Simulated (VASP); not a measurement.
# KCl (Pm-3m) in VASP: further runs

KCl is run at these levels: HSE06; tasks: single point, relaxation of cell and atoms.

All numbers are computed with VASP 6.6.1; they aren't measurements. Logs are shortened: lines on timing, memory, paths and dates and some standing lists are left out, and cuts for length are marked.

## (1) The cell of the first run

Symmetry: Pm-3m, No. 221, cubic system. Conventional cell: a = 3.808 Å, b = 3.808 Å, c = 3.808 Å, α = 90.00°, β = 90.00°, γ = 90.00°. Within 4.3 Å of K (site symmetry m-3m) lie 8 Cl at 3.30 Å and 6 K at 3.81 Å. Within 4.3 Å of Cl (site symmetry m-3m) lie 8 K at 3.30 Å and 6 Cl at 3.81 Å.

## (2) Single point, HSE06

The input, POSCAR:

```
KCl
1.0
    3.8080123407      0.0000000000      0.0000000000
    0.0000000000      3.8080123407      0.0000000000
    0.0000000000      0.0000000000      3.8080123407
K Cl
1 1
Direct
    0.0000000000      0.0000000000      0.0000000000
    0.5000000000      0.5000000000      0.5000000000
```

The input, INCAR.step1:

```
SYSTEM = KCl
PREC = Accurate ; ENCUT = 520
EDIFF = 1E-5 ; ISMEAR = -1
SIGMA = 0.02 ; LREAL = .FALSE.
LASPH = .TRUE. ; NELM = 80
ALGO = Normal ; ISIF = 2
LWAVE = .TRUE. ; GGA = PE
NBANDS = 15
```

The input, INCAR.step2:

```
SYSTEM = KCl
PREC = Accurate ; ENCUT = 520
EDIFF = 1E-6 ; ISMEAR = -1
SIGMA = 0.02 ; LREAL = .FALSE.
LASPH = .TRUE. ; NELM = 80
ALGO = Normal ; ISIF = 2
LWAVE = .FALSE. ; LCHARG = .TRUE.
GGA = PE ; LHFCALC = .TRUE.
HFSCREEN = 0.2079 ; PRECFOCK = Normal
LELF = .TRUE. ; LVHAR = .TRUE.
ISTART = 1 ; NBANDS = 15
```

The input, KPOINTS:

```
Automatic mesh
0
G
  4 4 4
  0 0 0
```

Potentials or basis: VASP PAW PBE potentials, release 64 (K_sv, Cl).

Started as:

```bash
$ cat potpaw_PBE.64/K_sv/POTCAR potpaw_PBE.64/Cl/POTCAR > POTCAR
$ cp INCAR.step1 INCAR
$ mpirun -np 1 vasp_std > vasp.out
$ cp INCAR.step2 INCAR
$ mpirun -np 1 vasp_std > vasp.out
```

OUTCAR:

```text
SYSTEM = KCl
   PREC = Accurate
   ENCUT = 520
   EDIFF = 1E-6
   ISMEAR = -1
   LREAL = .FALSE.
   LASPH = .TRUE.
   NELM = 80
   ISIF = 2
   GGA = PE
   LHFCALC = .TRUE.
   HFSCREEN = 0.2079
   PRECFOCK = Normal
   ISTART = 1

 ion  position               nearest neighbor table
   1  0.000  0.000  0.000-
   2  0.500  0.500  0.500-

  LATTYP: Found a simple cubic cell.
 ALAT       =     3.8080123407

  Lattice vectors:

 A1 = (   3.8080123407,   0.0000000000,   0.0000000000)
 A2 = (   0.0000000000,   3.8080123407,   0.0000000000)
 A3 = (   0.0000000000,   0.0000000000,   3.8080123407)

Analysis of symmetry for initial positions (statically):
=====================================================================
 Subroutine PRICEL returns:
 Original cell was already a primitive cell.

 Routine SETGRP: Setting up the symmetry group for a
 simple cubic supercell.

 Subroutine GETGRP returns: Found 48 space group operations
 (whereof 48 operations were pure point group operations)
 out of a pool of 48 trial point group operations.

The static configuration has the point symmetry O_h .

Analysis of symmetry for dynamics (positions and initial velocities):
=====================================================================
 Subroutine PRICEL returns:
 Original cell was already a primitive cell.

 Routine SETGRP: Setting up the symmetry group for a
 simple cubic supercell.

 Subroutine GETGRP returns: Found 48 space group operations
 (whereof 48 operations were pure point group operations)
 out of a pool of 48 trial point group operations.

The dynamic configuration has the point symmetry O_h .

 Subroutine INISYM returns: Found 48 space group operations
 (whereof 48 operations are pure point group operations),
 and found     1 'primitive' translations

----------------------------------------------------------------------------------------

                                     Primitive cell

  volume of cell :      55.2198

  direct lattice vectors                    reciprocal lattice vectors
     3.808012341  0.000000000  0.000000000     0.262604191  0.000000000  0.000000000
     0.000000000  3.808012341  0.000000000     0.000000000  0.262604191  0.000000000
     0.000000000  0.000000000  3.808012341     0.000000000  0.000000000  0.262604191

  length of vectors
     3.808012341  3.808012341  3.808012341     0.262604191  0.262604191  0.262604191

  position of ions in fractional coordinates (direct lattice)
     0.000000000  0.000000000  0.000000000
     0.500000000  0.500000000  0.500000000

  ion indices of the primitive-cell ions
   primitive index   ion index
                 1           1
                 2           2

----------------------------------------------------------------------------------------

 KPOINTS: Automatic mesh

Automatic generation of k-mesh.
 Grid dimensions read from file:
 generate k-points for:    4    4    4

 Generating k-lattice:

  Cartesian coordinates                     Fractional coordinates (reciprocal lattice)
     0.065651048  0.000000000  0.000000000     0.250000000  0.000000000  0.000000000
     0.000000000  0.065651048  0.000000000     0.000000000  0.250000000  0.000000000
     0.000000000  0.000000000  0.065651048     0.000000000  0.000000000  0.250000000

  Length of vectors
     0.065651048  0.065651048  0.065651048

  Shift w.r.t. Gamma in fractional coordinates (k-lattice)
     0.000000000  0.000000000  0.000000000

 Subroutine IBZKPT returns following result:
 ===========================================

 Found     10 irreducible k-points:

 Following reciprocal coordinates:
            Coordinates               Weight
  0.000000  0.000000  0.000000      1.000000
  0.250000  0.000000  0.000000      6.000000
  0.500000  0.000000  0.000000      3.000000
  0.250000  0.250000  0.000000     12.000000
  0.500000  0.250000  0.000000     12.000000
  0.500000  0.500000  0.000000      3.000000
  0.250000  0.250000  0.250000      8.000000
  0.500000  0.250000  0.250000     12.000000
  0.500000  0.500000  0.250000      6.000000
  0.500000  0.500000  0.500000      1.000000
   k-points           NKPTS =     10   k-points in BZ     NKDIM =     64   number of bands    NBANDS=     15
   number of dos      NEDOS =    301   number of ions     NIONS =      2
   total plane-waves  NPLWV =  21952
   dimension x,y,z NGX =    28 NGY =   28 NGZ =   28
   dimension x,y,z NGXF=    56 NGYF=   56 NGZF=   56
   ions per type =               1   1
   NGX,Y,Z   is equivalent  to a cutoff of  12.22, 12.22, 12.22 a.u.
   NGXF,Y,Z  is equivalent  to a cutoff of  24.45, 24.45, 24.45 a.u.
 SYSTEM =  KCl
   PREC   = accura    normal or accurate (medium, high low for compatibility)
   ISTART =      1    job   : 0-new  1-cont  2-samecut
   ICHARG =      0    charge: 1-file 2-atom 10-const
   ISPIN  =      1    spin polarized calculation?
   LNONCOLLINEAR =      F non collinear calculations
   LSORBIT =      F    spin-orbit coupling
   LASPH  =      T    aspherical Exc in radial PAW
   ENCUT  =  520.0 eV  38.22 Ry    6.18 a.u.   7.08  7.08  7.08*2*pi/ulx,y,z
   NELM   =     80;   NELMIN=  2; NELMDL=  0     # of ELM steps
   EDIFF  = 0.1E-05   stopping-criterion for ELM
   LREAL  =      F    real-space projection
   EDIFFG = 0.1E-04   stopping-criterion for IOM
   NSW    =      0    number of steps for IOM
   IBRION =     -1    ionic relax: 0-MD 1-quasi-New 2-CG
   NFREE  =      0    steps in history (QN), initial steepest desc. (CG)
   ISIF   =      2    stress and relaxation
   ISYM   =      3    0-nonsym 1-usesym 2-fastsym
   POTIM  = 0.5000    time-step for ionic-motion
   TEBEG  =    0.0;   TEEND  =   0.0 temperature during run
   PSTRESS=    0.0 pullay stress
   NELECT =      16.0000    total number of electrons
   NUPDOWN=      -1.0000    fix difference up-down
   EMIN   =  10.00;   EMAX   =-10.00  energy-range for DOS
   EFERMI =   0.00;   METHOD = LEGACY
   ISMEAR =    -1;   SIGMA  =   0.02  broadening in eV -4-tet -1-fermi 0-gaus
   EFERMI_NEDOS =   21; number of points for ismear=-14 and -15
   IALGO  =     38    algorithm
   IMIX   =      1    mixing-type and parameters
     AMIX     =   0.40;   BMIX     =  1.00
     AMIX_MAG =   1.60;   BMIX_MAG =  1.00
  volume/ion in A,a.u.               =      27.61       186.32
  Fermi-wavevector in a.u.,A,eV,Ry     =   1.083303  2.047145 15.967044  1.173545
  Thomas-Fermi vector in A             =   2.219365
   LORBIT       =      0    0 simple, 1 ext, 2 COOP (PROOUT), +10 PAW based schemes
   GGA     = PE    functional components
   LHFCALC =     T    Hartree Fock is set to
   PRECFOCK=normal    Normal, Fast or Accurate (Low or Medium for compatibility)
   ENCUT4O =  -1.0   cutoff for four orbital integrals eV
   NKREDX  =     1    reduce k-point grid by
   NKREDY  =     1    reduce k-point grid by
   NKREDZ  =     1    reduce k-point grid by
   AEXX    =    0.2500 exact exchange contribution
   HFSCREEN=    0.2079 screening length (either q_TF or 0.3 A-1)
   HFSCREENC=   0.2079 screening length for correlation (either q_TF or 0.3 A-1)
   ENCUTFOCK=  -1.0 apply spherical cutoff to Coloumb kernel
   IVDW    =     0    specifies the selected vdW correction
   LEPSILON=     F    determine dielectric tensor
   LRPA    =     F    only Hartree local field effects (RPA)
 non-spin polarized calculation
  energy-cutoff  :      520.00
  volume of cell :       55.22
 maximum number of plane-waves:      1503
  NGX = 24; NGY = 24; NGZ = 24

 number of electron      16.0000008 magnetization

 Free energy of the ion-electron system (eV)
  ---------------------------------------------------
  ext. energy  EPLUGINS =         0.00000000
  ---------------------------------------------------
  free energy    TOTEN  =        -7.71663355 eV

  energy without entropy =       -7.71663355  energy(sigma->0) =       -7.71663355

 E-fermi :  -1.0979     XC(G=0):  -6.8158

 val. band max:       -1.6620559500   @ k =   0.5000   0.5000   0.0000
 cond. band min:       4.5640049511   @ k =   0.0000   0.0000   0.0000
 fundamental gap:      6.2260609011
 Fermi energy:        -1.0978518509

 k-point     1 :       0.0000    0.0000    0.0000
  band No.  band energies     occupation
      1     -31.7999      2.00000
      2     -15.4635      2.00000
      3     -13.8263      2.00000
      4     -13.8263      2.00000
      5     -13.8263      2.00000
      6      -1.8867      2.00000
      7      -1.8867      2.00000
      8      -1.8867      2.00000
      9       4.5640      0.00000
     10       6.3147      0.00000
     11       6.3147      0.00000
     12      10.8971      0.00000
     13      10.8971      0.00000
     14      10.8971      0.00000
     15      13.8572      0.00000

 k-point     2 :       0.2500    0.0000    0.0000
  band No.  band energies     occupation
      1     -31.7889      2.00000
      2     -15.5250      2.00000
      3     -13.8085      2.00000
      4     -13.8085      2.00000
      5     -13.7746      2.00000
      6      -2.8348      2.00000
      7      -1.8882      2.00000
      8      -1.8882      2.00000
      9       5.8275      0.00000
     10       6.8585      0.00000
     11       7.4855      0.00000
     12      10.7081      0.00000
     13      10.7081      0.00000
     14      11.2136      0.00000
     15      11.8241      0.00000
[... 113 lines left out ...]
      3     -14.0399      2.00000
      4     -14.0399      2.00000
      5     -13.8880      2.00000
      6      -3.0506      2.00000
      7      -3.0506      2.00000
      8      -2.4563      2.00000
      9       6.9913      0.00000
     10       8.6554      0.00000
     11       8.7056      0.00000
     12       8.7056      0.00000
     13      10.7551      0.00000
     14      10.7551      0.00000
     15      12.6956      0.00000

 k-point    10 :       0.5000    0.5000    0.5000
  band No.  band energies     occupation
      1     -31.7386      2.00000
      2     -14.9977      2.00000
      3     -14.0074      2.00000
      4     -14.0074      2.00000
      5     -14.0074      2.00000
      6      -3.1155      2.00000
      7      -3.1155      2.00000
      8      -3.1155      2.00000
      9       8.5980      0.00000
     10       8.5980      0.00000
     11       8.5980      0.00000
     12      10.1067      0.00000
     13      10.1067      0.00000
     14      10.1067      0.00000
     15      12.7619      0.00000

------------------------ aborting loop because EDIFF is reached ----------------------------------------

  FORCE on cell =-STRESS in cart. coord.  units (eV):
  Direction    XX          YY          ZZ          XY          YZ          ZX
  --------------------------------------------------------------------------------------
  -------------------------------------------------------------------------------------
  Total        0.0124684      0.0124684      0.0124684      0.0000000      0.0000000     -0.0000000
  in kB        0.3617655      0.3617655      0.3617655      0.0000000      0.0000000     -0.0000000
  external PRESSURE =       0.3617655 kB  Pullay stress =       0.0000000 kB

 VOLUME and BASIS-vectors are now :
 -----------------------------------------------------------------------------
  energy-cutoff  :      520.00
  volume of cell :       55.22
      direct lattice vectors                 reciprocal lattice vectors
     3.808012341  0.000000000  0.000000000     0.262604191  0.000000000  0.000000000
     0.000000000  3.808012341  0.000000000     0.000000000  0.262604191  0.000000000
     0.000000000  0.000000000  3.808012341     0.000000000  0.000000000  0.262604191

 POSITION                                       TOTAL-FORCE (eV/Angst)
 -----------------------------------------------------------------------------------
      0.00000      0.00000      0.00000         0.000000      0.000000      0.000000
      1.90401      1.90401      1.90401         0.000000      0.000000      0.000000
 -----------------------------------------------------------------------------------
    total drift:                                0.000000      0.000000      0.000000

  FREE ENERGIE OF THE ION-ELECTRON SYSTEM (eV)
  ---------------------------------------------------
  free  energy   TOTEN  =        -7.7166335495 eV

  energy  without entropy=       -7.7166335495  energy(sigma->0) =       -7.71663355
```

Wall time 2.4 min (1 thread of Intel Xeon 6975P-C (Granite Rapids), shared host); peak memory 0.26 GiB.

Results:

- Free energy: -7.7166 eV
- Pressure: 0.0 GPa
- Band gap on the k mesh: 6.23 eV (least direct gap 6.45 eV)

Caveat: the structure was generated, so it needn't be the stable form of KCl; the PAW data sets were made with another functional, which shifts forces and pressure a little.

[end of part 1 of 2]
